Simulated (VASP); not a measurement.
# MgS (R-3m) in VASP: a series of runs, part 2 of 2

VASP 6.6.1. Earlier steps stand in the parts before.

## (3) Single point, LDA (equal xy, yz and zx shear strains of +3 %)

INCAR reads:

```
  PREC = Accurate
  ENCUT = 520
  EDIFF = 1E-7
  ISMEAR = -1
  SIGMA = 0.01
  LREAL = F
  LASPH = T
  NELM = 60
  ALGO = Normal
  ISIF = 2
  LWAVE = F
  LCHARG = T
  LELF = T
  LVHAR = T
  NBANDS = 11
```

KPOINTS reads:

```
regular mesh
0
Gamma
  8 8 8
```

POSCAR reads:

```
MgS
1.0
    0.0780495000      2.6406747500      2.6406747500
    2.6406747500      0.0780495000      2.6406747500
    2.6406747500      2.6406747500      0.0780495000
Mg S
1 1
Direct
    0.0000000000      0.0000000000      0.0000000000
    0.5000000000      0.5000000000      0.5000000000
```

Potentials or basis: VASP PAW LDA potentials, release 64 (Mg, S).

Command:

```sh
$ cat potpaw_LDA.64/Mg/POTCAR potpaw_LDA.64/S/POTCAR > POTCAR
$ mpirun -np 1 vasp_std > vasp.out
```

Run time: 21 s. Hardware: 1 thread of Intel Xeon 6975P-C (Granite Rapids), shared host; peak memory 0.16 GiB.

Results (log left out):

```yaml
Free_energy: -9.5555 eV
Pressure: -3.8 GPa
Band_gap_on_the_k_mesh: 2.38 eV, indirect (least direct gap 3.30 eV)
```

Stress tensor (GPa, compression positive):
```
-3.80 -1.70 -1.70
-1.70 -3.80 -1.70
-1.70 -1.70 -3.80
```

Levels at points of the mesh, in eV from the valence-band top:
```tsv
k point	band 1	band 2	band 3	band 4	band 5	band 6	band 7	band 8	band 9
(0.00, 0.00, 0.00)	-12.79	-0.43	0.00	0.00	3.30	7.26	7.95	7.95	10.14
(0.50, 0.00, 0.00)	-11.41	-5.01	-0.92	-0.68	4.10	6.33	6.68	9.65	11.76
(0.50, 0.50, 0.00)	-11.07	-4.40	-2.04	-1.66	2.38	4.14	11.49	12.57	12.97
(0.50, 0.50, 0.50)	-11.57	-5.20	-0.53	-0.53	4.55	6.95	6.95	9.74	11.74
```

Caveat: the cell differs from its parent crystal (equal xy, yz and zx shear strains of +3 %). A k mesh can miss the band edges.

## (4) Single point, LDA (equal xy, yz and zx shear strains of -3 %)

INCAR reads:

```
SYSTEM = MgS
PREC     = Accurate       ! precision mode
ENCUT    = 520            ! plane-wave cutoff, eV
EDIFF    = 1E-6           ! SCF threshold, eV
ISMEAR   = -1             ! smearing method
SIGMA    = 0.01           ! smearing width, eV
LREAL    = .False.        ! projectors in reciprocal space
LASPH    = .True.         ! aspherical terms in the spheres
NELM     = 60             ! most SCF steps
ALGO     = Normal         ! electronic algorithm
ISIF     = 2              ! what is computed and relaxed
LWAVE    = .False.        ! write WAVECAR
LCHARG   = .False.        ! write CHGCAR
GGA      = CA             ! functional
NBANDS   = 11             ! bands
```

KPOINTS reads:

```
Automatic mesh
0
Gamma
  8 8 8
  0 0 0
```

POSCAR reads:

```
MgS
1.0
   -0.0780495000      2.5626252500      2.5626252500
    2.5626252500     -0.0780495000      2.5626252500
    2.5626252500      2.5626252500     -0.0780495000
Mg S
1 1
Direct
    0.0000000000      0.0000000000      0.0000000000
    0.5000000000      0.5000000000      0.5000000000
```

Potentials or basis: VASP PAW LDA potentials, release 64 (Mg, S).

Command:

```sh
$ cat potpaw_LDA.64/Mg/POTCAR potpaw_LDA.64/S/POTCAR > POTCAR
$ mpirun -np 1 vasp_std > vasp.out
```

OUTCAR:

```text
SYSTEM = MgS
   PREC = Accurate
   ENCUT = 520
   EDIFF = 1E-6
   ISMEAR = -1
   LREAL = .False.
   LASPH = .True.
   NELM = 60
   ISIF = 2
   GGA = CA

 ion  position               nearest neighbor table
   1  0.000  0.000  0.000-   2 2.60   2 2.60   2 2.60   2 2.60   2 2.60   2 2.60
   2  0.500  0.500  0.500-   1 2.60   1 2.60   1 2.60   1 2.60   1 2.60   1 2.60

  LATTYP: Found a trigonal (rhomboedric) cell.
 ALAT       =     3.6249397331
 COS(alpha) =     0.4693254694

  Lattice vectors:

[... 513 lines left out ...]
      6      10.7570      0.00000
      7      10.9814      0.00000
      8      11.2659      0.00000
      9      13.0449      0.00000
     10      16.4482      0.00000
     11      16.7880      0.00000

 [... further k-points ...]
[... 5 lines left out ...]
  --------------------------------------------------------------------------------------
  -------------------------------------------------------------------------------------
  Total       -0.8343085     -0.8343085     -0.8343085      0.3425075      0.3425075      0.3425075
  in kB      -37.9801641    -37.9801641    -37.9801641     15.5919418     15.5919418     15.5919418
  external PRESSURE =     -37.9801641 kB  Pullay stress =       0.0000000 kB

 VOLUME and BASIS-vectors are now :
 -----------------------------------------------------------------------------
  energy-cutoff  :      520.00
  volume of cell :       35.19
      direct lattice vectors                 reciprocal lattice vectors
    -0.078049500  2.562625250  2.562625250    -0.186417521  0.192273569  0.192273569
     2.562625250 -0.078049500  2.562625250     0.192273569 -0.186417521  0.192273569
     2.562625250  2.562625250 -0.078049500     0.192273569  0.192273569 -0.186417521

 POSITION                                       TOTAL-FORCE (eV/Angst)
 -----------------------------------------------------------------------------------
      0.00000      0.00000      0.00000         0.000000     -0.000000      0.000000
      2.52360      2.52360      2.52360        -0.000000      0.000000     -0.000000
 -----------------------------------------------------------------------------------
    total drift:                                0.000000      0.000000      0.000000

  FREE ENERGIE OF THE ION-ELECTRON SYSTEM (eV)
  ---------------------------------------------------
  free  energy   TOTEN  =        -9.5560817129 eV

  energy  without entropy=       -9.5560817129  energy(sigma->0) =       -9.55608171
```

OSZICAR:

```text
N       E                     dE             d eps       ncg     rms          rms(c)
DAV:   1     0.200099082474E+02    0.20010E+02   -0.36967E+03  1473   0.599E+02
DAV:   2    -0.860880420749E+01   -0.28619E+02   -0.27000E+02  1803   0.980E+01
DAV:   3    -0.998797405131E+01   -0.13792E+01   -0.13769E+01  1778   0.229E+01
DAV:   4    -0.999658005541E+01   -0.86060E-02   -0.86052E-02  1696   0.210E+00
DAV:   5    -0.999664739837E+01   -0.67343E-04   -0.67343E-04  1761   0.189E-01    0.442E+00
DAV:   6    -0.961085367410E+01    0.38579E+00   -0.85170E-01  1625   0.353E+00    0.339E+00
DAV:   7    -0.956174257378E+01    0.49111E-01   -0.19257E-01  1723   0.180E+00    0.211E+00
DAV:   8    -0.955648295473E+01    0.52596E-02   -0.12799E-02  1607   0.622E-01    0.833E-01
DAV:   9    -0.955611582334E+01    0.36713E-03   -0.70397E-04  1675   0.136E-01    0.368E-01
DAV:  10    -0.955609252214E+01    0.23301E-04   -0.48678E-05  1699   0.344E-02    0.181E-01
DAV:  11    -0.955608163440E+01    0.10888E-04   -0.50846E-05  1661   0.301E-02    0.168E-02
DAV:  12    -0.955608171287E+01   -0.78468E-07   -0.63383E-07  1096   0.549E-03
   1 F= -.95560817E+01 E0= -.95560817E+01  d E =-.615242E-14
```

stdout:

```text
POSCAR found type information on POSCAR MgS
 POSCAR found :  2 types and       2 ions
 scaLAPACK will be used
 LDA part: xc-table for (Slater(with rela. corr.)+CA(PZ))
 , standard interpolation
 POSCAR, INCAR and KPOINTS ok, starting setup
 FFT: planning ... GRIDC
 FFT: planning ... GRID_SOFT
 FFT: planning ... GRID
 WAVECAR not read
 entering main loop
```

It took 19 s on 1 thread of Intel Xeon 6975P-C (Granite Rapids), shared host; peak memory 0.15 GiB.

What came out:

* Free energy: -9.5561 eV
* Pressure: -3.8 GPa
* Band gap on the k mesh: 2.26 eV, indirect (least direct gap 3.19 eV)

Stress tensor (GPa, compression positive):
```
-3.80  1.56  1.56
 1.56 -3.80  1.56
 1.56  1.56 -3.80
```

Caveat: the cell differs from its parent crystal (equal xy, yz and zx shear strains of -3 %). A k mesh can miss the band edges.

## (5) Summary

| cell | gap on the mesh (eV) | pressure (GPa) |
| --- | --- | --- |
| a = 3.698 Å, angles 59.3°, 2 atoms | 2.51 | -3.8 |
| a = 3.735 Å, angles 58.0°, 2 atoms | 2.38 | -3.8 |
| a = 3.625 Å, angles 62.0°, 2 atoms | 2.26 | -3.8 |

Alike in all rows: task single point; level LDA; potentials or basis VASP PAW LDA potentials, release 64 (Mg, S); no spin polarisation; k mesh 8 × 8 × 8; cutoff (eV) 520; smearing fermi-dirac 0.01 eV.

Total energies depend on the potentials used, so only differences within one code and one set of settings carry meaning.
